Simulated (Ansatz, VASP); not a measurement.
**GaSb: VASP beside Ansatz**

The input INCAR:

```
SYSTEM = GaSb
PREC = Accurate ; ENCUT = 520
EDIFF = 1E-7 ; ISMEAR = -1
SIGMA = 0.02 ; LREAL = .FALSE.
LASPH = .TRUE. ; NELM = 60
ALGO = Normal ; ISIF = 2
LWAVE = .FALSE. ; LCHARG = .TRUE.
GGA = PE ; LELF = .TRUE.
LVHAR = .TRUE. ; NBANDS = 16
```

File KPOINTS:

```
Automatic mesh
0
G
  8 8 8
  0 0 0
```

The input POSCAR:

```
GaSb
1.0
    0.0000000000      3.1578551619      2.9884959792
    3.1578551619      0.0000000000      2.9884959792
    3.1578551619      3.1578551619      0.0000000000
Ga Sb
1 1
Direct
    0.0000000000      0.0000000000      0.0000000000
    0.2500000000      0.2500000000      0.2500000000
```

Input for Ansatz:

```yaml
crystal:
  lattice:
    - [0.0, 3.1578551619, 2.9884959792]
    - [3.1578551619, 0.0, 2.9884959792]
    - [3.1578551619, 3.1578551619, 0.0]
  atoms:
    - { symbol: Ga, position: [0.0, 0.0, 0.0] }
    - { symbol: Sb, position: [0.25, 0.25, 0.25] }
kpoints:
  mp_grid: { grid: [8, 8, 8] }
  band_path:
    path:
      - [0.0, 0.0, 0.0]
      - [-0.5, -0.5, 0.0]
      - [-0.375, -0.375, 0.25]
      - [-0.375, 0.0, 0.375]
      - [0.0, 0.0, 0.5]
      - [-0.5, -0.25, 0.25]
      - [-0.021037, 0.0, -0.021037]
    npoints: 1
hamiltonian:
  xc: pbe
scf:
  occupations: { method: fermi_dirac, width: 0.02 }
  n_extra_bands: 4
output:
  forces: true
  stress: true
  eigenvalues: true
  write_density: true
  write_potential: true
  elf: true
  volumetric_format: npy
```

Change from the starting cell: epitaxial_xy strain +3.0%.

Alike in both runs: task single point; functional PBE; k mesh 8 × 8 × 8; occupations fermi-dirac, width 0.02 eV; no spin polarisation.

```csv
,VASP,Ansatz
version,VASP 6.6.1,Ansatz 0.2.0
potentials or method,"VASP PAW PBE potentials, release 64 (Ga_d, Sb)","plane waves, PAW"
plane-wave cutoff (eV),520,420
valence electrons in the cell,18,28
```

|  | VASP | Ansatz | Ansatz less VASP |
| --- | --- | --- | --- |
| pressure (GPa) | 0.3 | 0.3 | -0.07 |
| traceless stress, the component that is largest in VASP (GPa) | 1.37 | 1.37 | +0.004 |

The functional is the same, so the differences come from potentials, cutoffs and numerics. VASP's potentials hold 18 valence electrons a cell and Ansatz's 28, so a difference there can come from the potentials and not from the codes.

Spin-orbit coupling is off throughout.
